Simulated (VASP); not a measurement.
Wanted: the native input for a VASP 6.6.1 run.

```
Task                   : relaxation of cell and atoms
Functional             : PBEsol
Potentials or basis    : VASP PAW PBE potentials, release 64 (N)
Cutoff                 : 600 eV
k mesh                 : 10 × 10 × 8
Occupations            : fermi-dirac, width 0.1 eV
Spin                   : no spin polarisation
Dipole correction      : no
Further INCAR settings : ALGO = Normal; EDIFF = 1e-07; IBRION = 2; EDIFFG = -0.002; NSW = 100; ISIF = 3
```

The structure of N lies in POSCAR:

```
N
1.0
    4.0840619700      0.0000000000      0.0000000000
    0.0000000000      4.0840619700      0.0000000000
    0.0000000000      0.0000000000      5.3459132500
N
4
Direct
    0.9042752000      0.9042752000      0.0000000000
    0.5957248000      0.4042752000      0.5000000000
    0.0957248000      0.0957248000      0.0000000000
    0.4042752000      0.5957248000      0.5000000000
```

These files were run (other wordings do the same):

INCAR

```
  ALGO = Normal
  EDIFF = 1E-7
  EDIFFG = -0.002
  ENCUT = 600
  GGA = PS
  IBRION = 2
  ISIF = 3
  ISMEAR = -1
  LASPH = T
  LCHARG = F
  LREAL = F
  LWAVE = F
  NELM = 60
  NSW = 100
  PREC = Accurate
  SIGMA = 0.1
```

KPOINTS

```
k-points
0
Gamma
  10 10 8
```

Potentials or basis: VASP PAW PBE potentials, release 64 (N).

Run with:

```console
$ cat potpaw_PBE.64/N/POTCAR > POTCAR
$ mpirun -np 1 vasp_std > vasp.out
```

Results of the run:

* Relaxed volume: 23.85 Å³/atom
* Relaxed cell: a = 4.105 Å, b = 4.105 Å, c = 5.662 Å, α = 90.00°, β = 90.00°, γ = 90.00°
* Space group after relaxing (to 0.1 Å): P4_2/mnm (No. 136)
* Energy gained by relaxing: 1.8 meV/atom
* Ionic steps: 39
* Pressure after relaxing: 0.0 GPa
* Band gap on the k mesh: 6.89 eV (least direct gap 7.15 eV)

Caveat: the standard files for N, O and F lose accuracy on very short bonds; this functional lacks dispersion, which holds the molecules together, so the pressure and a relaxed volume are unreliable; the PAW data sets were made with another functional, which shifts forces and pressure a little.

Wall time 16 min on 1 thread of AMD EPYC 9R45 96-Core Processor (Zen 5), with other jobs on the host, peak memory 0.28 GiB.
